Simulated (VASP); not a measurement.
# KSi16 (a cell with a defect) in VASP: notebook, part 2 of 2

VASP 6.6.1.

### Step 4. Single point, r2SCAN

The input, POSCAR:

```
KSi16
1.0
    0.0000000000      5.4437023800     -5.4437023800
    5.4437023800      5.4437023800      0.0000000000
    5.4437023800      0.0000000000     -5.4437023800
Si K
16 1
Direct
    0.1082493970      0.1082519688      0.1082703386
    0.1403096545      0.5886993403      0.1403313309
    0.5886970441      0.1403130529      0.1403299532
    0.6232639596      0.6232667150      0.1415135226
    0.1403108485      0.1403121344      0.5887172509
    0.1414924892      0.6232664395      0.6232849930
    0.6232642351      0.1414948772      0.6232846256
    0.6431131343      0.6431155224      0.6431337086
    0.2517239930      0.7349965558      0.2517451184
    0.2321203313      0.2321227194      0.2321405381
    0.7372972877      0.7373007780      0.2918454921
    0.7349940759      0.2517266567      0.2517446591
    0.2918249179      0.7372994921      0.7373189642
    0.2517241767      0.2517263811      0.7350151093
    0.7634951748      0.7634975628      0.7635161164
    0.7372982981      0.2918272141      0.7373175864
   -0.0906506208     -0.0906486001     -0.0906302302
```

The input, INCAR.step1:

```
PREC     = Accurate       # precision mode
ENCUT    = 440            # plane-wave cutoff, eV
ISMEAR   = 0              # smearing method
SIGMA    = 0.02           # smearing width, eV
LREAL    = F              # projectors in reciprocal space
LASPH    = T              # aspherical terms in the spheres
NELM     = 120            # most SCF steps
NELECT   = 72.0         
NBANDS   = 50             # bands
GGA      = PE             # functional
ALGO     = Normal         # electronic algorithm
EDIFF    = 1E-5           # SCF threshold, eV
LWAVE    = T              # write WAVECAR
LCHARG   = F              # write CHGCAR
GGA_COMPAT= F
```

The input, INCAR.step2:

```
PREC     = Accurate       # precision mode
ENCUT    = 440            # plane-wave cutoff, eV
EDIFF    = 1E-6           # SCF threshold, eV
ISMEAR   = 0              # smearing method
SIGMA    = 0.02           # smearing width, eV
LREAL    = F              # projectors in reciprocal space
LASPH    = T              # aspherical terms in the spheres
NELM     = 120            # most SCF steps
ALGO     = Normal         # electronic algorithm
ISIF     = 2              # what is computed and relaxed
LWAVE    = F              # write WAVECAR
LCHARG   = T              # write CHGCAR
METAGGA  = R2SCAN         # meta-GGA
LMIXTAU  = T            
LELF     = T              # ELF
LVHAR    = T            
NELECT   = 72.0         
NBANDS   = 50             # bands
ISTART   = 1            
GGA_COMPAT= F
```

The input, KPOINTS:

```
Automatic mesh
0
Gamma
  2 2 2
```

Command:

```sh
$ cat potpaw_PBE.64/Si/POTCAR potpaw_PBE.64/K_sv/POTCAR > POTCAR
$ cp INCAR.step1 INCAR
$ mpirun -np 1 vasp_std > vasp.out
$ cp INCAR.step2 INCAR
$ mpirun -np 1 vasp_std > vasp.out
```

It took 2.6 min on 1 thread of Intel Xeon 6975P-C (Granite Rapids), shared host; peak memory 0.42 GiB.

It converged, with:

```
Free energy   : -145.6199 eV
Largest force : 1.905 eV/Å
```

Forces on the atoms (eV/Å):
```
Si   0.067  0.067 -0.067
Si   0.174  0.174 -0.039
Si   0.039  0.174 -0.174
Si   0.034  0.013 -0.034
Si   0.174  0.039 -0.174
Si   0.013  0.034 -0.034
Si   0.034  0.034 -0.013
Si  -0.030 -0.030  0.030
Si   0.086  0.086 -0.060
Si   0.116  0.116 -0.116
Si   0.096  0.161 -0.096
Si   0.060  0.086 -0.086
Si   0.161  0.096 -0.096
Si   0.086  0.060 -0.086
Si  -0.107 -0.107  0.107
Si   0.096  0.096 -0.161
K   -1.100 -1.100  1.100
```

Levels at points of the mesh, in eV from the Fermi level:
```
           k point  band 34  band 35  band 36  band 37  band 38  band 39
(0.00, 0.00, 0.00)    -0.30    -0.16    -0.16     0.41     0.41     0.81
(0.50, 0.00, 0.00)    -0.99    -0.79    -0.19     1.30     1.48     1.71
(0.50, 0.50, 0.50)    -0.94    -0.76    -0.76     0.89     0.89     1.30
(0.50, 0.50, 0.00)    -1.51    -1.34    -0.50     1.26     1.38     2.29
```

Caveat: the k points lie up to 0.50 Å⁻¹ apart; the cell carries a net charge on a neutralising background, which shifts energy and pressure; the cell is charged against a uniform background, so pressure and absolute levels hang on convention; the PAW data sets were made with another functional, which shifts forces and pressure a little.

### Step 5. Single point, r2SCAN

The input, POSCAR:

```
KSi16
1.0
    0.0000000000      5.4437023800     -5.4437023800
    5.4437023800      5.4437023800      0.0000000000
    5.4437023800      0.0000000000     -5.4437023800
Si K
16 1
Direct
    0.1139840051      0.1139821681      0.1140040283
    0.1366543297      0.6029406589      0.1366750877
    0.6029421285      0.1366535949      0.1366739855
    0.6217619487      0.6217602954      0.1387579532
    0.1366554319      0.1366530438      0.6029616006
    0.1387384811      0.6217599280      0.6217817882
    0.6217619487      0.1387364605      0.6217814208
    0.6356379828      0.6356361459      0.6356576386
    0.2519110900      0.7404974994      0.2519309294
    0.2386461289      0.2386446593      0.2386656010
    0.7429374748      0.7429369237      0.2815428532
    0.7404994283      0.2519095285      0.2519304702
    0.2815231056      0.7429360971      0.7429583246
    0.2519111818      0.2519091611      0.7405194514
    0.7539558031      0.7539537825      0.7539752752
    0.7429383933      0.2815213605      0.7429571306
   -0.1127429380     -0.1127447750     -0.1127230986
```

The input, INCAR.step1:

```
SYSTEM = KSi16
PREC = Accurate ; ENCUT = 440
ISMEAR = 0 ; SIGMA = 0.02
LREAL = .FALSE. ; LASPH = .TRUE.
NELM = 120 ; NELECT = 72.0
NBANDS = 50 ; GGA = PE
ALGO = Normal ; EDIFF = 1E-5
LWAVE = .TRUE. ; LCHARG = .FALSE.
GGA_COMPAT = .FALSE.
```

The input, INCAR.step2:

```
SYSTEM = KSi16
PREC = Accurate ; ENCUT = 440
EDIFF = 1E-6 ; ISMEAR = 0
SIGMA = 0.02 ; LREAL = .FALSE.
LASPH = .TRUE. ; NELM = 120
ALGO = Normal ; ISIF = 2
LWAVE = .FALSE. ; LCHARG = .FALSE.
METAGGA = R2SCAN ; LMIXTAU = .TRUE.
NELECT = 72.0 ; NBANDS = 50
ISTART = 1 ; GGA_COMPAT = .FALSE.
```

The input, KPOINTS:

```
regular mesh
0
G
  2 2 2
  0 0 0
```

Command:

```sh
$ cat potpaw_PBE.64/Si/POTCAR potpaw_PBE.64/K_sv/POTCAR > POTCAR
$ cp INCAR.step1 INCAR
$ mpirun -np 1 vasp_std > vasp.out
$ cp INCAR.step2 INCAR
$ mpirun -np 1 vasp_std > vasp.out
```

It took 3.5 min on 1 thread of Intel Xeon 6975P-C (Granite Rapids), shared host; peak memory 0.42 GiB.

Results (log left out):

```
Free energy   : -146.4183 eV
Largest force : 0.644 eV/Å
```

Forces on the atoms (eV/Å):
```
Si   0.131  0.131 -0.131
Si   0.107  0.107  0.017
Si  -0.017  0.107 -0.107
Si  -0.022 -0.027  0.022
Si   0.107 -0.017 -0.107
Si  -0.027 -0.022  0.022
Si  -0.022 -0.022  0.027
Si  -0.122 -0.122  0.122
Si   0.070  0.070 -0.027
Si   0.131  0.131 -0.131
Si   0.010  0.090 -0.010
Si   0.027  0.070 -0.070
Si   0.090  0.010 -0.010
Si   0.070  0.027 -0.070
Si  -0.171 -0.171  0.171
Si   0.010  0.010 -0.090
K   -0.372 -0.372  0.372
```

Levels at points of the mesh, in eV from the Fermi level:
| k point | band 33 | band 34 | band 35 | band 36 | band 37 | band 38 | band 39 | band 40 |
| --- | --- | --- | --- | --- | --- | --- | --- | --- |
| (0.00, 0.00, 0.00) | -1.09 | -0.17 | -0.09 | -0.09 | 0.50 | 0.50 | 0.61 | 0.75 |
| (0.50, 0.00, 0.00) | -1.08 | -1.03 | -0.75 | -0.59 | 1.41 | 1.43 | 1.62 | 1.72 |
| (0.50, 0.50, 0.50) | -0.99 | -0.99 | -0.72 | -0.72 | 1.13 | 1.13 | 1.50 | 1.84 |
| (0.50, 0.50, 0.00) | -1.57 | -1.36 | -1.34 | -1.06 | 1.04 | 1.35 | 2.44 | 2.49 |

Caveat: the k points lie up to 0.50 Å⁻¹ apart; the cell carries a net charge on a neutralising background, which shifts energy and pressure; the cell is charged against a uniform background, so pressure and absolute levels hang on convention; the PAW data sets were made with another functional, which shifts forces and pressure a little.
